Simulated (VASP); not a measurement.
Wanted: the native input for a VASP 6.6.1 run.

```
Task                   : single point
Functional             : PBE
Dispersion             : D3(BJ)
Potentials or basis    : VASP PAW PBE potentials, release 64 (C)
Cutoff                 : 520 eV
k mesh                 : 15 × 15 × 15
Occupations            : gaussian, width 0.05 eV
Spin                   : no spin polarisation
Dipole correction      : no
Further INCAR settings : ALGO = Normal; EDIFF = 1e-06; NBANDS = 11
```

The structure of C lies in POSCAR:

```
C
1.0
    1.2324809262      0.7115731945      3.3609366220
   -1.2324809262      0.7115731945      3.3609366220
    0.0000000000     -1.4231463891      3.3609366220
C
2
Direct
    0.1647112226      0.1647112226      0.1647112226
    0.8352887774      0.8352887774      0.8352887774
```

The input as run:

INCAR

```
SYSTEM = C
PREC = Accurate ; ENCUT = 520
EDIFF = 1E-6 ; ISMEAR = 0
SIGMA = 0.05 ; LREAL = .False.
LASPH = .True. ; NELM = 80
ALGO = Normal ; ISIF = 2
LWAVE = .False. ; LCHARG = .True.
GGA = PE ; IVDW = 12
LELF = .True. ; LVHAR = .True.
NBANDS = 11
```

KPOINTS

```
Automatic mesh
0
Gamma
  15 15 15
  0 0 0
```

Potentials or basis: VASP PAW PBE potentials, release 64 (C).

The run is started by

```sh
$ cat potpaw_PBE.64/C/POTCAR > POTCAR
$ mpirun -np 1 vasp_std > vasp.out
```

Results of the run:

```yaml
Pressure: 0.4 GPa
Largest_force: 0.630 eV/Å
Band_gap_on_the_k_mesh: 0.71 eV, direct
Dispersion_energy_per_atom: -0.156 eV
```

It took 3 min on 1 thread of AMD EPYC 7R13, on a shared host, peak memory 0.17 GiB.
